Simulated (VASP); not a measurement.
A run of VASP 6.6.1 is set up as follows.

Contents of INCAR:

```
ALGO = Normal
EDIFF = 1E-6
ENCUT = 520
GGA = PE
ISIF = 2
ISMEAR = 1
LASPH = T
LCHARG = F
LREAL = F
LWAVE = F
NBANDS = 14
NELM = 80
PREC = Accurate
SIGMA = 0.01
```

KPOINTS

```
k-points
0
Gamma
  8 8 4
```

The input POSCAR:

```
Br
1.0
    2.7178313340      0.0000000000      0.0000000000
   -1.3589156670      2.3537109784      0.0000000000
    0.0000000000      0.0000000000      4.8443430470
Br
2
Direct
    0.3333333333      0.6666666667      0.2500000000
    0.6666666667      0.3333333333      0.7500000000
```

Potentials or basis: VASP PAW PBE potentials, release 64 (Br).

Command:

```bash
$ cat potpaw_PBE.64/Br/POTCAR > POTCAR
$ mpirun -np 1 vasp_std > vasp.out
```

Predict the pressure.

60.1 GPa.

What does it give for the band gap on the k mesh?

Zero (band 7 reaches 11.72 eV, above the bottom of band 8 at 6.29 eV).
